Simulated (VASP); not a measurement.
Runs of VASP 6.6.1 on Be2ZnTe2O. The structure is that of space group P6/mmm (No. 191), or close to it. The cells are those of the table. The cell was built from a structure type or drawn by symmetry, and may not be a known phase.

| task | cell | k mesh | cutoff (eV) | smearing | gap on the mesh (eV) | pressure (GPa) |
| --- | --- | --- | --- | --- | --- | --- |
| single point | a = 7.490, b = 7.490, c = 4.109 Å, angles 90.0, 90.0, 120.0°, 6 atoms | 6 × 6 × 10 | 520 | gaussian 0.01 eV | (b) | 0.1 |
| single point | a = 5.027, b = 5.027, c = 5.284 Å, angles 90.0, 90.0, 120.0°, 6 atoms | 6 × 6 × 4 | 520 | gaussian 0.1 eV | none | -1.3 |
| single point | a = 7.279, b = 7.279, c = 4.118 Å, angles 90.0, 90.0, 120.0°, 6 atoms | 6 × 6 × 4 | 520 | gaussian 0.1 eV | 0.14 | (a) |
| relaxation of cell and atoms | relaxed from a = 5.027, b = 5.027, c = 5.284 Å, angles 90.0, 90.0, 120.0°, 6 atoms | 6 × 6 × 4 | 600 | gaussian 0.1 eV | none | -0.1 |

Alike in all rows: level PBE; potentials or basis VASP PAW PBE potentials, release 64 (Be, Zn, Te, O); no spin polarisation.

Task: Fill in the values left out.

Result: (a) 0.2; (b) 0.26.

Caveats: spin-orbit coupling is left out, which moves the levels of the heavy elements; semilocal functionals underestimate gaps, so a narrow gap can read as zero (at least some runs).

A k mesh can miss the band edges, and the runs leave out spin-orbit coupling on Te.

A gap of «none» marks levels without a gap at the run's occupations.
